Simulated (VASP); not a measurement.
# Hf (P6_3/mmc) in VASP: notebook

The runs below take Hf through relaxation of shape and atoms at fixed volume, with PBE.

Everything below comes from runs of VASP 6.6.1. Logs are shortened: lines on timing, memory, paths and dates and some standing lists are left out, and cuts for length are marked.

## (1) The cell of the first run

Symmetry: P6_3/mmc, No. 194, hexagonal system. Conventional cell: a = 3.308 Å, b = 3.308 Å, c = 5.231 Å, α = 90.00°, β = 90.00°, γ = 120.00°. Within 4.3 Å of Hf (site symmetry -6m2) lie 12 Hf at 3.24 to 3.31 Å.

## (2) Relaxation of shape and atoms at fixed volume, PBE (24.79 Å³/atom)

INCAR reads:

```
SYSTEM = Hf
  PREC = Accurate
  ENCUT = 600
  EDIFF = 1E-6
  ISMEAR = 0
  SIGMA = 0.1
  LREAL = .FALSE.
  LASPH = .TRUE.
  NELM = 100
  ALGO = Fast
  ISIF = 4
  LWAVE = .FALSE.
  LCHARG = .FALSE.
  GGA = PE
  IBRION = 2
  NSW = 50
  EDIFFG = -0.01
```

KPOINTS reads:

```
Automatic mesh
0
G
  15 15 8
  0 0 0
```

POSCAR reads:

```
Hf
1.0
    3.3082689457      0.0000000000      0.0000000000
   -1.6541344728      2.8650449495      0.0000000000
    0.0000000000      0.0000000000      5.2312787821
Hf
2
Direct
    0.3333333333      0.6666666667      0.2500000000
    0.6666666667      0.3333333333      0.7500000000
```

Potentials or basis: VASP PAW PBE potentials, release 64 (Hf_pv).

Run with:

```bash
$ cat potpaw_PBE.64/Hf_pv/POTCAR > POTCAR
$ mpirun -np 1 vasp_std > vasp.out
```

OUTCAR:

```text
SYSTEM = Hf
   PREC = Accurate
   ENCUT = 600
   EDIFF = 1E-6
   ISMEAR = 0
   LREAL = .FALSE.
   LASPH = .TRUE.
   NELM = 100
   ISIF = 4
   GGA = PE
   IBRION = 2
   NSW = 50
   EDIFFG = -0.01

 ion  position               nearest neighbor table
   1  0.333  0.667  0.250-   2 3.24   2 3.24   2 3.24   2 3.24   2 3.24   2 3.24
   2  0.667  0.333  0.750-   1 3.24   1 3.24   1 3.24   1 3.24   1 3.24   1 3.24

  LATTYP: Found a hexagonal cell.
 ALAT       =     3.3082689457
 C/A-ratio  =     1.5812737320

  Lattice vectors:

 A1 = (   3.3082689457,   0.0000000000,   0.0000000000)
 A2 = (  -1.6541344728,   2.8650449495,   0.0000000000)
 A3 = (   0.0000000000,   0.0000000000,   5.2312787821)

Analysis of symmetry for initial positions (statically):
=====================================================================
 Subroutine PRICEL returns:
 Original cell was already a primitive cell.

 Routine SETGRP: Setting up the symmetry group for a
 hexagonal supercell.

 Subroutine GETGRP returns: Found 24 space group operations
 (whereof 12 operations were pure point group operations)
 out of a pool of 24 trial point group operations.

The static configuration has the point symmetry D_3d.
 The point group associated with its full space group is D_6h.

Analysis of symmetry for dynamics (positions and initial velocities):
=====================================================================
 Subroutine PRICEL returns:
 Original cell was already a primitive cell.

 Routine SETGRP: Setting up the symmetry group for a
 hexagonal supercell.

 Subroutine GETGRP returns: Found 24 space group operations
 (whereof 12 operations were pure point group operations)
 out of a pool of 24 trial point group operations.

The dynamic configuration has the point symmetry D_3d.
 The point group associated with its full space group is D_6h.

 Subroutine INISYM returns: Found 24 space group operations
 (whereof 12 operations are pure point group operations),
 and found     1 'primitive' translations

----------------------------------------------------------------------------------------

                                     Primitive cell

  volume of cell :      49.5838

  direct lattice vectors                    reciprocal lattice vectors
[... 154 lines left out ...]
      direct lattice vectors                 reciprocal lattice vectors
     3.308268946  0.000000000  0.000000000     0.302272885  0.174517332  0.000000000
    -1.654134473  2.865044950  0.000000000     0.000000000  0.349034664  0.000000000
     0.000000000  0.000000000  5.231278782     0.000000000  0.000000000  0.191157849

 POSITION                                       TOTAL-FORCE (eV/Angst)
 -----------------------------------------------------------------------------------
     -0.00000      1.91003      1.30782        -0.000000      0.000000      0.000000
      1.65413      0.95501      3.92346         0.000000      0.000000      0.000000
 -----------------------------------------------------------------------------------
    total drift:                               -0.000000      0.000000     -0.000000

  FREE ENERGIE OF THE ION-ELECTRON SYSTEM (eV)
  ---------------------------------------------------
  free  energy   TOTEN  =       -19.7116495995 eV

  energy  without entropy=      -19.7035042411  energy(sigma->0) =      -19.70757692

--------------------------------------- Ionic step        2  -------------------------------------------

 number of electron      19.9999999 magnetization

 Free energy of the ion-electron system (eV)
  ---------------------------------------------------
  ext. energy  EPLUGINS =         0.00000000
  ---------------------------------------------------
  free energy    TOTEN  =       -19.71169555 eV

  energy without entropy =      -19.70353279  energy(sigma->0) =      -19.70761417

 E-fermi :   4.2501     XC(G=0): -10.8253

 val. band max:        4.2461938472   @ k =   0.1333   0.0667   0.1250
 cond. band min:       4.2814201056   @ k =   0.2667   0.2667   0.2500
 fundamental gap:      0.0352262584
 Fermi energy:         4.2500966507

 k-point     1 :       0.0000    0.0000    0.0000
  band No.  band energies     occupation
      1     -26.9674      2.00000
      2     -26.4421      2.00000
      3     -26.4421      2.00000
      4     -26.3557      2.00000
      5     -26.3492      2.00000
      6     -26.3492      2.00000
      7      -2.7915      2.00000
      8       0.8278      2.00000
      9       4.5834      0.00000
     10       5.3673      0.00000
     11       5.3673      0.00000
     12       5.6268      0.00000
     13       6.0836      0.00000
     14       6.0837      0.00000
[... 377 lines left out ...]
      1     -26.7927      2.00000
      2     -26.6928      2.00000
      3     -26.6696      2.00000
      4     -26.6315      2.00000
      5     -26.5463      2.00000
      6     -26.5004      2.00000
      7       1.7321      2.00000
      8       2.4088      2.00000
      9       2.4830      2.00000
     10       2.9606      2.00000
     11       4.6411      0.00000
     12       4.8008      0.00000
     13       5.9067      0.00000
     14       8.7899      0.00000

 [... further k-points ...]

------------------------ aborting loop because EDIFF is reached ----------------------------------------

  FORCE on cell =-STRESS in cart. coord.  units (eV):
  Direction    XX          YY          ZZ          XY          YZ          ZX
  --------------------------------------------------------------------------------------
  -------------------------------------------------------------------------------------
  Total       -2.8022363     -2.8022363     -2.8215979     -0.0000000      0.0000000      0.0000000
  in kB      -90.5472403    -90.5472403    -91.1728623     -0.0000000      0.0000000      0.0000000
  external PRESSURE =     -90.7557810 kB  Pullay stress =       0.0000000 kB

 VOLUME and BASIS-vectors are now :
 -----------------------------------------------------------------------------
  energy-cutoff  :      600.00
  volume of cell :       49.58
      direct lattice vectors                 reciprocal lattice vectors
     3.310057579 -0.000000000 -0.000000000     0.302109548  0.174423029  0.000000000
    -1.655028789  2.866593951 -0.000000000     0.000000000  0.348846058  0.000000000
     0.000000000  0.000000000  5.225626728     0.000000000  0.000000000  0.191364606

 POSITION                                       TOTAL-FORCE (eV/Angst)
 -----------------------------------------------------------------------------------
     -0.00000      1.91106      1.30641         0.000000     -0.000000      0.000000
      1.65503      0.95553      3.91922        -0.000000      0.000000      0.000000
 -----------------------------------------------------------------------------------
    total drift:                               -0.000000      0.000000     -0.000000

  FREE ENERGIE OF THE ION-ELECTRON SYSTEM (eV)
  ---------------------------------------------------
  free  energy   TOTEN  =       -19.7116955543 eV

  energy  without entropy=      -19.7035327939  energy(sigma->0) =      -19.70761417

 reached required accuracy - stopping structural energy minimisation
```

CONTCAR:

```text
Hf
   1.00000000000000
     3.3100575790680442   -0.0000000000038835   -0.0000000000000000
    -1.6550287894873583    2.8665939514403904   -0.0000000000000000
     0.0000000000000000    0.0000000000000000    5.2256267283040589
  Hf
     2
Direct
     0.3333333332999970    0.6666666667000030    0.2500000000000000
     0.6666666667000030    0.3333333332999970    0.7500000000000000

  0.00000000E+00  0.00000000E+00  0.00000000E+00
  0.00000000E+00  0.00000000E+00  0.00000000E+00
```

Run time: 4.2 min. Hardware: 1 thread of AMD EPYC 7R13, shared host; peak memory 0.23 GiB.

Results:

* Free energy: -19.7117 eV
* Energy gained by relaxing: 0.0 meV/atom
* Ionic steps: 2
* Pressure after relaxing: -9.1 GPa
* Band gap on the k mesh: zero (bands 10 and 11 overlap by 1.52 eV)

Final structure:
```xyz
2
Lattice="3.3101 0.0000 0.0000 -1.6550 2.8666 0.0000 0.0000 0.0000 5.2256" Properties=species:S:1:pos:R:3 pbc="T T T"
Hf    0.0000    1.9111    1.3064
Hf    1.6550    0.9555    3.9192
```

Caveat: spin-orbit coupling is left out, which moves the levels of the heavy elements.

## (3) Relaxation of shape and atoms at fixed volume, PBE (19.83 Å³/atom)

This run uses another cell than the first one, of 19.83 Å³/atom.

INCAR reads:

```
ALGO = Fast
EDIFF = 1E-6
EDIFFG = -0.01
ENCUT = 600
GGA = PE
IBRION = 2
ISIF = 4
ISMEAR = 0
LASPH = T
LCHARG = F
LREAL = F
LWAVE = F
NELM = 60
NSW = 50
PREC = Accurate
SIGMA = 0.1
```

KPOINTS reads:

```
k-points
0
Gamma
  15 15 8
```

POSCAR reads:

```
Hf
1.0
    3.0688838385      0.0000000000      0.0000000000
   -1.5344419193      2.6577313654      0.0000000000
    0.0000000000      0.0000000000      4.8633840726
Hf
2
Direct
    0.3333333333      0.6666666667      0.2500000000
    0.6666666667      0.3333333333      0.7500000000
```

Potentials or basis: VASP PAW PBE potentials, release 64 (Hf_pv).

Run with:

```bash
$ cat potpaw_PBE.64/Hf_pv/POTCAR > POTCAR
$ mpirun -np 1 vasp_std > vasp.out
```

Run time: 3.5 min. Hardware: 1 thread of AMD EPYC 7R13, shared host; peak memory 0.21 GiB.

It converged, with:

- Free energy: -19.6071 eV
- Energy gained by relaxing: 0.0 meV/atom
- Ionic steps: 2
- Pressure after relaxing: 16.6 GPa
- Band gap on the k mesh: zero (bands 10 and 11 overlap by 1.62 eV)

Final structure:
```cif
data_structure
_symmetry_space_group_name_H-M 'P 1'
_symmetry_Int_Tables_number 1
_cell_length_a 3.0678
_cell_length_b 3.0678
_cell_length_c 4.8667
_cell_angle_alpha 90.000
_cell_angle_beta 90.000
_cell_angle_gamma 120.000
_cell_volume 39.67
loop_
_atom_site_label
_atom_site_type_symbol
_atom_site_fract_x
_atom_site_fract_y
_atom_site_fract_z
_atom_site_occupancy
Hf1 Hf 0.33333 0.66667 0.25000 1
Hf2 Hf 0.66667 0.33333 0.75000 1
```

Levels at points of the mesh, in eV from the Fermi level:
| k point | band 8 | band 9 | band 10 | band 11 | band 12 | band 13 |
| --- | --- | --- | --- | --- | --- | --- |
| (0.00, 0.00, 0.00) | -4.13 | 1.09 | 1.18 | 1.18 | 1.48 | 2.14 |
| (0.00, 0.00, 0.50) | -5.60 | 0.08 | 0.08 | 1.07 | 1.07 | 1.07 |

Caveat: spin-orbit coupling is left out, which moves the levels of the heavy elements.

## (4) Relaxation of shape and atoms at fixed volume, PBE (20.51 Å³/atom)

This run uses another cell than the first one, of 20.51 Å³/atom.

INCAR reads:

```
ALGO = Normal
EDIFF = 1E-7
EDIFFG = -0.01
ENCUT = 600
GGA = PE
IBRION = 2
ISIF = 4
ISMEAR = 0
LASPH = True
LCHARG = False
LREAL = False
LWAVE = False
NELM = 60
NSW = 50
PREC = Accurate
SIGMA = 0.1
```

KPOINTS is that of step 3.

POSCAR reads:

```
Hf
1.0
    3.1056347485      0.0000000000      0.0000000000
   -1.5528173743      2.6895585871      0.0000000000
    0.0000000000      0.0000000000      4.9108586490
Hf
2
Direct
    0.3333333333      0.6666666667      0.2500000000
    0.6666666667      0.3333333333      0.7500000000
```

Run with:

```bash
$ cat potpaw_PBE.64/Hf_pv/POTCAR > POTCAR
$ mpirun -np 1 vasp_std > vasp.out
```

Wall time 3.4 min (1 thread of AMD EPYC 7R13, shared host); peak memory 0.21 GiB.

It converged, with:

| Quantity | Value |
| --- | --- |
| Free energy | -19.7248 eV |
| Energy gained by relaxing | 0.0 meV/atom |
| Ionic steps | 2 |
| Pressure after relaxing | 11.4 GPa |
| Band gap on the k mesh | zero (bands 10 and 11 overlap by 1.63 eV) |

Final structure:
```
Hf
1.0
     3.10450    0.00000    0.00000
    -1.55225    2.68857    0.00000
     0.00000    0.00000    4.91446
Hf
2
Direct
  0.33333 0.66667 0.25000
  0.66667 0.33333 0.75000
```

Levels at points of the mesh, in eV from the Fermi level:
```
           k point  band 6  band 7  band 8  band 9  band 10  band 11  band 12  band 13  band 14
(0.00, 0.00, 0.00)  -29.90   -7.68   -4.00    0.97     1.19     1.19     1.49     2.11     2.11
(0.00, 0.00, 0.50)  -29.98   -5.54   -5.54    0.11     0.11     1.07     1.07     1.07     1.07
```

Caveat: spin-orbit coupling is left out, which moves the levels of the heavy elements.

## (5) Summary

| cell | gap on the mesh (eV) | pressure (GPa) |
| --- | --- | --- |
| relaxed from a = 3.308, b = 3.308, c = 5.231 Å, angles 90.0, 90.0, 120.0°, 2 atoms | none | -9.1 |
| relaxed from a = 3.069, b = 3.069, c = 4.863 Å, angles 90.0, 90.0, 120.0°, 2 atoms | none | 16.6 |
| relaxed from a = 3.106, b = 3.106, c = 4.911 Å, angles 90.0, 90.0, 120.0°, 2 atoms | none | 11.4 |

Alike in all rows: task relaxation of shape and atoms at fixed volume; level PBE; potentials or basis VASP PAW PBE potentials, release 64 (Hf_pv); no spin polarisation; k mesh 15 × 15 × 8; cutoff (eV) 600; smearing gaussian 0.1 eV.

Caveats: spin-orbit coupling is left out, which moves the levels of the heavy elements.

Total energies depend on the potentials used, so only differences within one code and one set of settings carry meaning.
